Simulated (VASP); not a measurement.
# Cd (P6_3/mmc) in VASP: further runs, part 2 of 2

VASP 6.6.1. Earlier steps stand in the parts before.

### Step 3. Single point, PBEsol (21.64 Å³/atom)

This run uses another cell than the first one, of 21.64 Å³/atom.

File INCAR:

```
SYSTEM = Cd
PREC = Accurate
ENCUT = 520
EDIFF = 1E-7
ISMEAR = -1
SIGMA = 0.03
LREAL = .False.
LASPH = .True.
NELM = 80
ALGO = Normal
ISIF = 2
LWAVE = .False.
LCHARG = .True.
GGA = PS
LELF = .True.
LVHAR = .True.
NBANDS = 19
```

File KPOINTS:

```
regular mesh
0
Gamma
  14 14 6
  0 0 0
```

File POSCAR:

```
Cd
1.0
    2.9285891929      0.0000000000      0.0000000000
   -1.4642945964      2.5362326383      0.0000000000
    0.0000000000      0.0000000000      5.8264700474
Cd
2
Direct
    0.3333333333      0.6666666667      0.2500000000
    0.6666666667      0.3333333333      0.7500000000
```

Potentials or basis: VASP PAW PBE potentials, release 64 (Cd).

On the command line:

```bash
$ cat potpaw_PBE.64/Cd/POTCAR > POTCAR
$ mpirun -np 1 vasp_std > vasp.out
```

It took 26 s on 1 thread of Intel Xeon 6975P-C (Granite Rapids), shared host; peak memory 0.2 GiB.

It converged, with:

| Quantity | Value |
| --- | --- |
| Free energy | -2.3809 eV |
| Pressure | -0.2 GPa |
| Band gap on the k mesh | zero (bands 12 and 13 overlap by 4.86 eV) |

Stress tensor (GPa, compression positive):
```
 0.16  0.00  0.00
 0.00  0.16  0.00
 0.00  0.00 -0.99
```

Levels at points of the mesh, in eV from the Fermi level:
| k point | band 8 | band 9 | band 10 | band 11 | band 12 | band 13 | band 14 | band 15 | band 16 | band 17 |
| --- | --- | --- | --- | --- | --- | --- | --- | --- | --- | --- |
| (0.00, 0.00, 0.00) | -8.65 | -8.65 | -8.46 | -8.46 | -3.63 | -3.26 | 9.13 | 13.54 | 14.89 | 15.71 |
| (0.50, 0.00, 0.00) | -8.50 | -8.13 | -8.11 | -2.24 | -1.65 | 1.68 | 2.93 | 2.99 | 5.12 | 8.94 |
| (0.00, 0.00, 0.50) | -8.54 | -8.54 | -8.54 | -7.48 | -7.48 | 2.83 | 2.83 | 15.20 | 15.20 | 16.57 |
| (0.50, 0.00, 0.50) | -8.49 | -8.12 | -8.12 | -1.53 | -1.53 | 0.22 | 0.22 | 7.50 | 7.50 | 10.41 |

Caveat: the PAW data sets were made with another functional, which shifts forces and pressure a little.

### Step 4. Single point, PBEsol

This run uses another cell than the first one, of 22.31 Å³/atom.

File INCAR:

```
SYSTEM = Cd
PREC = Accurate
ENCUT = 520
EDIFF = 1E-6
ISMEAR = -1
SIGMA = 0.03
LREAL = .FALSE.
LASPH = .TRUE.
NELM = 100
ALGO = Normal
ISIF = 2
LWAVE = .FALSE.
LCHARG = .FALSE.
GGA = PS
NBANDS = 19
```

File KPOINTS:

```
regular mesh
0
G
  14 14 6
  0 0 0
```

File POSCAR:

```
Cd
1.0
    2.9584748202      0.0000000000      0.0000000000
   -1.4792374101      2.5621143508      0.0000000000
    0.0000000000      0.0000000000      5.8859279300
Cd
2
Direct
    0.3333333333      0.6666666667      0.2500000000
    0.6666666667      0.3333333333      0.7500000000
```

On the command line:

```bash
$ cat potpaw_PBE.64/Cd/POTCAR > POTCAR
$ mpirun -np 1 vasp_std > vasp.out
```

Wall time 22 s (1 thread of Intel Xeon 6975P-C (Granite Rapids), shared host); peak memory 0.2 GiB.

The run converged. Its results:

- Free energy: -2.3719 eV
- Pressure: -1.9 GPa
- Band gap on the k mesh: zero (bands 12 and 13 overlap by 4.67 eV)

Stress tensor (GPa, compression positive):
```
-1.82  0.00  0.00
 0.00 -1.82  0.00
 0.00  0.00 -2.00
```

Levels at points of the mesh, in eV from the Fermi level:
| k point | band 10 | band 11 | band 12 | band 13 | band 14 | band 15 |
| --- | --- | --- | --- | --- | --- | --- |
| (0.00, 0.00, 0.00) | -8.44 | -8.44 | -3.65 | -3.13 | 8.96 | 13.24 |
| (0.50, 0.00, 0.00) | -8.11 | -2.17 | -1.66 | 1.60 | 2.75 | 2.96 |
| (0.00, 0.00, 0.50) | -8.52 | -7.33 | -7.33 | 2.76 | 2.76 | 15.05 |
| (0.50, 0.00, 0.50) | -8.12 | -1.46 | -1.46 | 0.13 | 0.13 | 7.35 |

Caveat: the PAW data sets were made with another functional, which shifts forces and pressure a little.

### Step 5. Single point, PBEsol (22.98 Å³/atom)

This run uses another cell than the first one, of 22.98 Å³/atom.

File INCAR:

```
SYSTEM = Cd
ALGO = Normal ; EDIFF = 1E-6
ENCUT = 520 ; GGA = PS
ISIF = 2 ; ISMEAR = -1
LASPH = .TRUE. ; LCHARG = .FALSE.
LREAL = .FALSE. ; LWAVE = .FALSE.
NBANDS = 19 ; NELM = 100
PREC = Accurate ; SIGMA = 0.03
```

File KPOINTS:

```
k-points
0
G
  14 14 6
  0 0 0
```

File POSCAR:

```
Cd
1.0
    2.9877685552      0.0000000000      0.0000000000
   -1.4938842776      2.5874834695      0.0000000000
    0.0000000000      0.0000000000      5.9442082344
Cd
2
Direct
    0.3333333333      0.6666666667      0.2500000000
    0.6666666667      0.3333333333      0.7500000000
```

Potentials or basis: VASP PAW PBE potentials, release 64 (Cd).

On the command line:

```bash
$ cat potpaw_PBE.64/Cd/POTCAR > POTCAR
$ mpirun -np 1 vasp_std > vasp.out
```

OUTCAR:

```text
SYSTEM = Cd
   EDIFF = 1E-6
   ENCUT = 520
   GGA = PS
   ISIF = 2
   ISMEAR = -1
   LASPH = .TRUE.
   LREAL = .FALSE.
   NELM = 100
   PREC = Accurate

 ion  position               nearest neighbor table
   1  0.333  0.667  0.250-   2 3.44   2 3.44   2 3.44   2 3.44   2 3.44   2 3.44
   2  0.667  0.333  0.750-   1 3.44   1 3.44   1 3.44   1 3.44   1 3.44   1 3.44

  LATTYP: Found a hexagonal cell.
 ALAT       =     2.9877685552
 C/A-ratio  =     1.9895142895

  Lattice vectors:

[... 717 lines left out ...]
------------------------ aborting loop because EDIFF is reached ----------------------------------------

  FORCE on cell =-STRESS in cart. coord.  units (eV):
  Direction    XX          YY          ZZ          XY          YZ          ZX
  --------------------------------------------------------------------------------------
  -------------------------------------------------------------------------------------
  Total       -0.9705831     -0.9705831     -0.8091747      0.0000000      0.0000000      0.0000000
  in kB      -33.8395648    -33.8395648    -28.2120303      0.0000000      0.0000000      0.0000000
  external PRESSURE =     -31.9637200 kB  Pullay stress =       0.0000000 kB

 VOLUME and BASIS-vectors are now :
 -----------------------------------------------------------------------------
  energy-cutoff  :      520.00
  volume of cell :       45.95
      direct lattice vectors                 reciprocal lattice vectors
     2.987768555  0.000000000  0.000000000     0.334697946  0.193237949  0.000000000
    -1.493884278  2.587483469  0.000000000     0.000000000  0.386475899  0.000000000
     0.000000000  0.000000000  5.944208234     0.000000000  0.000000000  0.168230984

 POSITION                                       TOTAL-FORCE (eV/Angst)
 -----------------------------------------------------------------------------------
     -0.00000      1.72499      1.48605        -0.000000      0.000000      0.000000
      1.49388      0.86249      4.45816         0.000000     -0.000000     -0.000000
 -----------------------------------------------------------------------------------
    total drift:                               -0.000000      0.000000      0.000000

  FREE ENERGIE OF THE ION-ELECTRON SYSTEM (eV)
  ---------------------------------------------------
  free  energy   TOTEN  =        -2.3505383085 eV

  energy  without entropy=       -2.3481344340  energy(sigma->0) =       -2.34933637
```

Run time: 23 s. Hardware: 1 thread of Intel Xeon 6975P-C (Granite Rapids), shared host; peak memory 0.21 GiB.

Results:

| Quantity | Value |
| --- | --- |
| Free energy | -2.3505 eV |
| Pressure | -3.2 GPa |
| Band gap on the k mesh | zero (bands 12 and 13 overlap by 4.49 eV) |

Stress tensor (GPa, compression positive):
```
-3.38  0.00  0.00
 0.00 -3.38  0.00
 0.00  0.00 -2.82
```

Caveat: the cell stands under tension; the PAW data sets were made with another functional, which shifts forces and pressure a little.

### Step 6. Summary

| cell | gap on the mesh (eV) | pressure (GPa) |
| --- | --- | --- |
| a = 2.899, b = 2.899, c = 5.767 Å, angles 90.0, 90.0, 120.0°, 2 atoms | none | 1.8 |
| a = 2.929, b = 2.929, c = 5.826 Å, angles 90.0, 90.0, 120.0°, 2 atoms | none | -0.2 |
| a = 2.958, b = 2.958, c = 5.886 Å, angles 90.0, 90.0, 120.0°, 2 atoms | none | -1.9 |
| a = 2.988, b = 2.988, c = 5.944 Å, angles 90.0, 90.0, 120.0°, 2 atoms | none | -3.2 |

Alike in all rows: task single point; level PBEsol; potentials or basis VASP PAW PBE potentials, release 64 (Cd); no spin polarisation; k mesh 14 × 14 × 6; cutoff (eV) 520; smearing fermi-dirac 0.03 eV.

Caveats: the PAW data sets were made with another functional, which shifts forces and pressure a little; the cell stands under tension (at least some runs).

Total energies depend on the potentials used, so only differences within one code and one set of settings carry meaning.
